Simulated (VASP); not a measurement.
# Ag (P6_3/mmc) in VASP: notebook, part 2 of 2

VASP 6.6.1. Earlier steps stand in the parts before.

## 3. Single point, PBE (17.27 Å³/atom)

This run uses another cell than the first one, of 17.27 Å³/atom.

Input file INCAR:

```
SYSTEM = Ag
PREC = Accurate
ENCUT = 520
EDIFF = 1E-7
ISMEAR = -1
SIGMA = 0.05
LREAL = .False.
LASPH = .True.
NELM = 100
ALGO = Normal
ISIF = 2
LWAVE = .False.
LCHARG = .True.
GGA = PE
LELF = .True.
LVHAR = .True.
NBANDS = 18
```

Input file KPOINTS:

```
regular mesh
0
Gamma
  14 14 8
  0 0 0
```

Input file POSCAR:

```
Ag
1.0
    2.9004001166      0.0000000000      0.0000000000
   -1.4502000583      2.5118201821      0.0000000000
    0.0000000000      0.0000000000      4.7416128534
Ag
2
Direct
    0.3333333333      0.6666666667      0.2500000000
    0.6666666667      0.3333333333      0.7500000000
```

Potentials or basis: VASP PAW PBE potentials, release 64 (Ag).

Run with:

```
cat potpaw_PBE.64/Ag/POTCAR > POTCAR
mpirun -np 1 vasp_std > vasp.out
```

OUTCAR:

```text
SYSTEM = Ag
   PREC = Accurate
   ENCUT = 520
   EDIFF = 1E-7
   ISMEAR = -1
   LREAL = .False.
   LASPH = .True.
   NELM = 100
   ISIF = 2
   GGA = PE

 ion  position               nearest neighbor table
   1  0.333  0.667  0.250-   2 2.90   2 2.90   2 2.90   2 2.90   2 2.90   2 2.90
   2  0.667  0.333  0.750-   1 2.90   1 2.90   1 2.90   1 2.90   1 2.90   1 2.90

  LATTYP: Found a hexagonal cell.
 ALAT       =     2.9004001166
 C/A-ratio  =     1.6348133577

  Lattice vectors:

 A1 = (   2.9004001166,   0.0000000000,   0.0000000000)
 A2 = (  -1.4502000583,   2.5118201821,   0.0000000000)
 A3 = (   0.0000000000,   0.0000000000,   4.7416128534)

Analysis of symmetry for initial positions (statically):
=====================================================================
 Subroutine PRICEL returns:
 Original cell was already a primitive cell.

 Routine SETGRP: Setting up the symmetry group for a
 hexagonal supercell.

 Subroutine GETGRP returns: Found 24 space group operations
 (whereof 12 operations were pure point group operations)
 out of a pool of 24 trial point group operations.

The static configuration has the point symmetry D_3d.
 The point group associated with its full space group is D_6h.

Analysis of symmetry for dynamics (positions and initial velocities):
=====================================================================
 Subroutine PRICEL returns:
 Original cell was already a primitive cell.

 Routine SETGRP: Setting up the symmetry group for a
 hexagonal supercell.

 Subroutine GETGRP returns: Found 24 space group operations
 (whereof 12 operations were pure point group operations)
 out of a pool of 24 trial point group operations.

The dynamic configuration has the point symmetry D_3d.
 The point group associated with its full space group is D_6h.

 Subroutine INISYM returns: Found 24 space group operations
 (whereof 12 operations are pure point group operations),
 and found     1 'primitive' translations

----------------------------------------------------------------------------------------

                                     Primitive cell

  volume of cell :      34.5440

  direct lattice vectors                    reciprocal lattice vectors
     2.900400117  0.000000000  0.000000000     0.344780016  0.199058835  0.000000000
    -1.450200058  2.511820182  0.000000000     0.000000000  0.398117671  0.000000000
     0.000000000  0.000000000  4.741612853     0.000000000  0.000000000  0.210898703

  length of vectors
     2.900400117  2.900400117  4.741612853     0.398117671  0.398117671  0.210898703

  position of ions in fractional coordinates (direct lattice)
     0.333333333  0.666666667  0.250000000
     0.666666667  0.333333333  0.750000000

  ion indices of the primitive-cell ions
   primitive index   ion index
                 1           1
                 2           2

----------------------------------------------------------------------------------------

 KPOINTS: regular mesh

Automatic generation of k-mesh.
 Grid dimensions read from file:
 generate k-points for:   14   14    8

 Generating k-lattice:

  Cartesian coordinates                     Fractional coordinates (reciprocal lattice)
     0.024627144  0.014218488  0.000000000     0.071428571  0.000000000  0.000000000
     0.000000000  0.028436976  0.000000000     0.000000000  0.071428571  0.000000000
     0.000000000  0.000000000  0.026362338     0.000000000  0.000000000  0.125000000

  Length of vectors
     0.028436976  0.028436976  0.026362338

  Shift w.r.t. Gamma in fractional coordinates (k-lattice)
     0.000000000  0.000000000  0.000000000

 Subroutine IBZKPT returns following result:
 ===========================================

 Found    120 irreducible k-points:

 Following reciprocal coordinates:
            Coordinates               Weight
  0.000000  0.000000  0.000000      1.000000
  0.071429  0.000000  0.000000      6.000000
  0.142857  0.000000  0.000000      6.000000
  0.214286  0.000000  0.000000      6.000000
  0.285714  0.000000  0.000000      6.000000
  0.357143  0.000000  0.000000      6.000000
[... 16 lines left out ...]
  0.285714  0.285714  0.000000      6.000000
  0.357143  0.285714  0.000000      6.000000
 [... further k-points ...]
   k-points           NKPTS =    120   k-points in BZ     NKDIM =    120   number of bands    NBANDS=     18
   number of dos      NEDOS =    301   number of ions     NIONS =      2
   total plane-waves  NPLWV =  20736
   dimension x,y,z NGX =    24 NGY =   24 NGZ =   36
   dimension x,y,z NGXF=    48 NGYF=   48 NGZF=   72
   ions per type =               2
   NGX,Y,Z   is equivalent  to a cutoff of  13.76, 13.76, 12.62 a.u.
   NGXF,Y,Z  is equivalent  to a cutoff of  27.51, 27.51, 25.24 a.u.
 SYSTEM =  Ag
   PREC   = accura    normal or accurate (medium, high low for compatibility)
   ISTART =      0    job   : 0-new  1-cont  2-samecut
   ICHARG =      2    charge: 1-file 2-atom 10-const
   ISPIN  =      1    spin polarized calculation?
   LNONCOLLINEAR =      F non collinear calculations
   LSORBIT =      F    spin-orbit coupling
   LASPH  =      T    aspherical Exc in radial PAW
   ENCUT  =  520.0 eV  38.22 Ry    6.18 a.u.   5.39  5.39  8.82*2*pi/ulx,y,z
   NELM   =    100;   NELMIN=  2; NELMDL= -5     # of ELM steps
   EDIFF  = 0.1E-06   stopping-criterion for ELM
   LREAL  =      F    real-space projection
   EDIFFG = 0.1E-05   stopping-criterion for IOM
   NSW    =      0    number of steps for IOM
   IBRION =     -1    ionic relax: 0-MD 1-quasi-New 2-CG
   NFREE  =      0    steps in history (QN), initial steepest desc. (CG)
   ISIF   =      2    stress and relaxation
   ISYM   =      2    0-nonsym 1-usesym 2-fastsym
   POTIM  = 0.5000    time-step for ionic-motion
   TEBEG  =    0.0;   TEEND  =   0.0 temperature during run
   PSTRESS=    0.0 pullay stress
   NELECT =      22.0000    total number of electrons
   NUPDOWN=      -1.0000    fix difference up-down
   EMIN   =  10.00;   EMAX   =-10.00  energy-range for DOS
   EFERMI =   0.00;   METHOD = LEGACY
   ISMEAR =    -1;   SIGMA  =   0.05  broadening in eV -4-tet -1-fermi 0-gaus
   EFERMI_NEDOS =   21; number of points for ismear=-14 and -15
   IALGO  =     38    algorithm
   IMIX   =      4    mixing-type and parameters
     AMIX     =   0.40;   BMIX     =  1.00
     AMIX_MAG =   1.60;   BMIX_MAG =  1.00
  volume/ion in A,a.u.               =      17.27       116.56
  Fermi-wavevector in a.u.,A,eV,Ry     =   1.408504  2.661687 26.992389  1.983885
  Thomas-Fermi vector in A             =   2.530655
   LORBIT       =      0    0 simple, 1 ext, 2 COOP (PROOUT), +10 PAW based schemes
   GGA     = PE    functional components
[... 5 lines left out ...]
 non-spin polarized calculation
  energy-cutoff  :      520.00
  volume of cell :       34.54
 maximum number of plane-waves:       966
 NGX is ok and might be reduce to    24
   NGX = 11   NGY = 11   NGZ = 17

 number of electron      22.0000005 magnetization

 Free energy of the ion-electron system (eV)
  ---------------------------------------------------
  ext. energy  EPLUGINS =         0.00000000
  ---------------------------------------------------
  free energy    TOTEN  =        -5.41554922 eV

  energy without entropy =       -5.41164180  energy(sigma->0) =       -5.41359551

 E-fermi :   8.2202     XC(G=0): -12.1310

 val. band max:        8.1357484507   @ k =   0.0714   0.0714   0.1250
 cond. band min:       8.2228170577   @ k =   0.4286   0.0714   0.2500
 fundamental gap:      0.0870686070
 Fermi energy:         8.2201531245

 k-point     1 :       0.0000    0.0000    0.0000
  band No.  band energies     occupation
      1       0.5790      2.00000
      2       1.9350      2.00000
      3       3.4855      2.00000
      4       3.5848      2.00000
      5       3.5848      2.00000
      6       3.8172      2.00000
[... 10 lines left out ...]
     17      26.3985      0.00000
     18      26.3985      0.00000

 k-point     2 :       0.0714    0.0000    0.0000
  band No.  band energies     occupation
      1       0.7192      2.00000
      2       2.0162      2.00000
      3       3.3997      2.00000
      4       3.6586      2.00000
      5       3.6647      2.00000
      6       3.7903      2.00000
[... 10 lines left out ...]
     17      25.9073      0.00000
     18      26.7892      0.00000
[... 442 lines left out ...]
 k-point    24 :       0.3571    0.2857    0.0000
  band No.  band energies     occupation
      1       2.3910      2.00000
      2       2.8396      2.00000
      3       2.9122      2.00000
      4       3.3756      2.00000
      5       3.4631      2.00000
      6       3.5842      2.00000
[... 10 lines left out ...]
     17      18.7591      0.00000
     18      19.7521      0.00000

 [... further k-points ...]

------------------------ aborting loop because EDIFF is reached ----------------------------------------

  FORCE on cell =-STRESS in cart. coord.  units (eV):
  Direction    XX          YY          ZZ          XY          YZ          ZX
  --------------------------------------------------------------------------------------
  -------------------------------------------------------------------------------------
  Total        0.7692037      0.7692037      0.6805823      0.0000000      0.0000000      0.0000000
  in kB       35.6762640     35.6762640     31.5659365      0.0000000      0.0000000      0.0000000
  external PRESSURE =      34.3061548 kB  Pullay stress =       0.0000000 kB

 VOLUME and BASIS-vectors are now :
 -----------------------------------------------------------------------------
  energy-cutoff  :      520.00
  volume of cell :       34.54
      direct lattice vectors                 reciprocal lattice vectors
     2.900400117  0.000000000  0.000000000     0.344780016  0.199058835  0.000000000
    -1.450200058  2.511820182  0.000000000     0.000000000  0.398117671  0.000000000
     0.000000000  0.000000000  4.741612853     0.000000000  0.000000000  0.210898703

 POSITION                                       TOTAL-FORCE (eV/Angst)
 -----------------------------------------------------------------------------------
     -0.00000      1.67455      1.18540         0.000000      0.000000      0.000000
      1.45020      0.83727      3.55621        -0.000000     -0.000000      0.000000
 -----------------------------------------------------------------------------------
    total drift:                               -0.000000      0.000000     -0.000000

  FREE ENERGIE OF THE ION-ELECTRON SYSTEM (eV)
  ---------------------------------------------------
  free  energy   TOTEN  =        -5.4155492167 eV

  energy  without entropy=       -5.4116417955  energy(sigma->0) =       -5.41359551
```

Wall time 23 s (1 thread of Intel Xeon 6975P-C (Granite Rapids), shared host); peak memory 0.19 GiB.

What came out:

| Property | Result |
| --- | --- |
| Free energy | -5.4155 eV |
| Pressure | 3.4 GPa |
| Band gap on the k mesh | zero (bands 11 and 12 overlap by 7.07 eV) |

Levels at points of the mesh, in eV from the Fermi level:
```csv
k point,band 8,band 9,band 10,band 11,band 12,band 13,band 14,band 15
"(0.00, 0.00, 0.00)",-4.06,-4.06,-3.07,-3.07,-0.34,3.54,15.66,17.55
"(0.50, 0.00, 0.00)",-2.94,-2.89,-2.80,0.14,1.56,6.87,7.13,9.32
"(0.00, 0.00, 0.50)",-4.47,-3.38,-3.38,-3.38,-3.38,11.06,11.06,16.02
"(0.50, 0.00, 0.50)",-3.12,-2.85,-2.85,0.81,0.81,4.55,4.55,13.56
```

Caveat: the cell stands under pressure.

## 4. Single point, PBE (18.34 Å³/atom)

This run uses another cell than the first one, of 18.34 Å³/atom.

Input file INCAR:

```
SYSTEM = Ag
  PREC = Accurate
  ENCUT = 520
  EDIFF = 1E-6
  ISMEAR = -1
  SIGMA = 0.05
  LREAL = .FALSE.
  LASPH = .TRUE.
  NELM = 60
  ALGO = Normal
  ISIF = 2
  LWAVE = .FALSE.
  LCHARG = .TRUE.
  GGA = PE
  LELF = .TRUE.
  LVHAR = .TRUE.
  NBANDS = 18
```

Input file KPOINTS:

```
regular mesh
0
G
  14 14 8
  0 0 0
```

Input file POSCAR:

```
Ag
1.0
    2.9590098492      0.0000000000      0.0000000000
   -1.4795049246      2.5625776994      0.0000000000
    0.0000000000      0.0000000000      4.8374288271
Ag
2
Direct
    0.3333333333      0.6666666667      0.2500000000
    0.6666666667      0.3333333333      0.7500000000
```

Run with:

```
cat potpaw_PBE.64/Ag/POTCAR > POTCAR
mpirun -np 1 vasp_std > vasp.out
```

Wall time 22 s (1 thread of Intel Xeon 6975P-C (Granite Rapids), shared host); peak memory 0.2 GiB.

Results (log left out):

| Property | Result |
| --- | --- |
| Free energy | -5.4226 eV |
| Pressure | -2.2 GPa |
| Band gap on the k mesh | zero (bands 11 and 12 overlap by 6.87 eV) |

Stress tensor (GPa, compression positive):
```
-2.03  0.00  0.00
 0.00 -2.03  0.00
 0.00  0.00 -2.41
```

Levels at points of the mesh, in eV from the Fermi level:
| k point | band 8 | band 9 | band 10 | band 11 | band 12 | band 13 | band 14 | band 15 |
| --- | --- | --- | --- | --- | --- | --- | --- | --- |
| (0.00, 0.00, 0.00) | -3.94 | -3.94 | -3.05 | -3.05 | -0.20 | 3.21 | 15.46 | 17.27 |
| (0.50, 0.00, 0.00) | -2.93 | -2.89 | -2.81 | 0.15 | 1.40 | 6.58 | 6.85 | 8.77 |
| (0.00, 0.00, 0.50) | -4.27 | -3.33 | -3.33 | -3.33 | -3.33 | 10.60 | 10.60 | 15.79 |
| (0.50, 0.00, 0.50) | -3.08 | -2.86 | -2.86 | 0.86 | 0.86 | 4.20 | 4.20 | 13.06 |

## 5. Single point, PBE

This run uses another cell than the first one, of 18.34 Å³/atom.

Input file INCAR:

```
PREC     = Accurate       # precision mode
ENCUT    = 520            # plane-wave cutoff, eV
EDIFF    = 1E-7           # SCF threshold, eV
ISMEAR   = -1             # smearing method
SIGMA    = 0.15           # smearing width, eV
LREAL    = False          # projectors in reciprocal space
LASPH    = True           # aspherical terms in the spheres
NELM     = 100            # most SCF steps
ALGO     = Normal         # electronic algorithm
ISIF     = 2              # what is computed and relaxed
LWAVE    = False          # write WAVECAR
LCHARG   = False          # write CHGCAR
GGA      = PE             # functional
NBANDS   = 18             # bands
```

Input file KPOINTS:

```
regular mesh
0
Gamma
  14 14 8
```

POSCAR is that of step 4.

Potentials or basis: VASP PAW PBE potentials, release 64 (Ag).

Run with:

```
cat potpaw_PBE.64/Ag/POTCAR > POTCAR
mpirun -np 1 vasp_std > vasp.out
```

OUTCAR:

```text
PREC = Accurate
   ENCUT = 520
   EDIFF = 1E-7
   ISMEAR = -1
   LREAL = False
   LASPH = True
   NELM = 100
   ISIF = 2
   GGA = PE

 ion  position               nearest neighbor table
   1  0.333  0.667  0.250-   2 2.96   2 2.96   2 2.96   2 2.96   2 2.96   2 2.96
   2  0.667  0.333  0.750-   1 2.96   1 2.96   1 2.96   1 2.96   1 2.96   1 2.96

  LATTYP: Found a hexagonal cell.
 ALAT       =     2.9590098492
 C/A-ratio  =     1.6348133577

  Lattice vectors:

[... 691 lines left out ...]
 [... further k-points ...]

------------------------ aborting loop because EDIFF is reached ----------------------------------------

  FORCE on cell =-STRESS in cart. coord.  units (eV):
  Direction    XX          YY          ZZ          XY          YZ          ZX
  --------------------------------------------------------------------------------------
  -------------------------------------------------------------------------------------
  Total       -0.4972550     -0.4972550     -0.4849121      0.0000000     -0.0000000      0.0000000
  in kB      -21.7195930    -21.7195930    -21.1804674      0.0000000     -0.0000000      0.0000000
  external PRESSURE =     -21.5398845 kB  Pullay stress =       0.0000000 kB

 VOLUME and BASIS-vectors are now :
 -----------------------------------------------------------------------------
  energy-cutoff  :      520.00
  volume of cell :       36.68
      direct lattice vectors                 reciprocal lattice vectors
     2.959009849  0.000000000  0.000000000     0.337950886  0.195116035  0.000000000
    -1.479504925  2.562577699  0.000000000     0.000000000  0.390232070  0.000000000
     0.000000000  0.000000000  4.837428827     0.000000000  0.000000000  0.206721388

 POSITION                                       TOTAL-FORCE (eV/Angst)
 -----------------------------------------------------------------------------------
     -0.00000      1.70839      1.20936         0.000000      0.000000      0.000000
      1.47950      0.85419      3.62807        -0.000000     -0.000000      0.000000
 -----------------------------------------------------------------------------------
    total drift:                               -0.000000      0.000000     -0.000000

  FREE ENERGIE OF THE ION-ELECTRON SYSTEM (eV)
  ---------------------------------------------------
  free  energy   TOTEN  =        -5.4414238172 eV

  energy  without entropy=       -5.3985781037  energy(sigma->0) =       -5.42000096
```

OSZICAR:

```text
N       E                     dE             d eps       ncg     rms          rms(c)
DAV:   1     0.124570171511E+03    0.12457E+03   -0.11698E+04  4320   0.121E+03
DAV:   2    -0.385446143655E+01   -0.12842E+03   -0.12198E+03  4468   0.266E+02
DAV:   3    -0.589421947791E+01   -0.20398E+01   -0.20331E+01  5010   0.377E+01
DAV:   4    -0.590038322242E+01   -0.61637E-02   -0.61633E-02  4878   0.204E+00
DAV:   5    -0.590043476412E+01   -0.51542E-04   -0.51541E-04  4692   0.199E-01    0.613E+00
DAV:   6    -0.545668276444E+01    0.44375E+00   -0.11550E+00  4490   0.113E+01    0.412E+00
DAV:   7    -0.544585551481E+01    0.10827E-01   -0.12234E-02  4604   0.100E+00    0.239E+00
DAV:   8    -0.544139598081E+01    0.44595E-02   -0.11029E-03  4538   0.285E-01    0.935E-02
DAV:   9    -0.544141206269E+01   -0.16082E-04   -0.18202E-05  4962   0.305E-02    0.379E-02
DAV:  10    -0.544142404594E+01   -0.11983E-04   -0.80329E-06  4776   0.262E-02    0.180E-03
DAV:  11    -0.544142389613E+01    0.14980E-06   -0.96535E-08  3768   0.277E-03    0.100E-03
DAV:  12    -0.544142381721E+01    0.78923E-07   -0.17536E-08  2360   0.106E-03
   1 F= -.54414238E+01 E0= -.54200010E+01  d E =-.428457E-01
```

Run time: 22 s. Hardware: 1 thread of Intel Xeon 6975P-C (Granite Rapids), shared host; peak memory 0.19 GiB.

Results:

```
Free energy            : -5.4414 eV
Pressure               : -2.2 GPa
Band gap on the k mesh : zero (bands 11 and 12 overlap by 6.87 eV)
```

Levels at points of the mesh, in eV from the Fermi level:
```
           k point  band 7  band 8  band 9  band 10  band 11  band 12  band 13  band 14  band 15  band 16
(0.00, 0.00, 0.00)   -4.26   -3.95   -3.95    -3.06    -3.06    -0.20     3.20    15.45    17.26    17.44
(0.50, 0.00, 0.00)   -3.64   -2.95   -2.90    -2.82     0.14     1.39     6.57     6.85     8.76     9.93
(0.00, 0.00, 0.50)   -4.28   -4.28   -3.34    -3.34    -3.34    -3.34    10.59    10.59    15.78    15.78
(0.50, 0.00, 0.50)   -3.09   -3.09   -2.87    -2.87     0.86     0.86     4.19     4.19    13.05    13.05
```

## 6. Overview

```csv
cell,smearing,gap on the mesh (eV),pressure (GPa)
"a = 2.871, b = 2.871, c = 4.693 Å, angles 90.0, 90.0, 120.0°, 2 atoms",fermi-dirac 0.05 eV,none,7.1
"a = 2.900, b = 2.900, c = 4.742 Å, angles 90.0, 90.0, 120.0°, 2 atoms",fermi-dirac 0.05 eV,none,3.4
"a = 2.959, b = 2.959, c = 4.837 Å, angles 90.0, 90.0, 120.0°, 2 atoms",fermi-dirac 0.05 eV,none,-2.2
"a = 2.959, b = 2.959, c = 4.837 Å, angles 90.0, 90.0, 120.0°, 2 atoms",fermi-dirac 0.15 eV,none,-2.2
```

Alike in all rows: task single point; level PBE; potentials or basis VASP PAW PBE potentials, release 64 (Ag); no spin polarisation; k mesh 14 × 14 × 8; cutoff (eV) 520.

Caveats: the cell stands under pressure (at least some runs).

Total energies depend on the potentials used, so only differences within one code and one set of settings carry meaning.
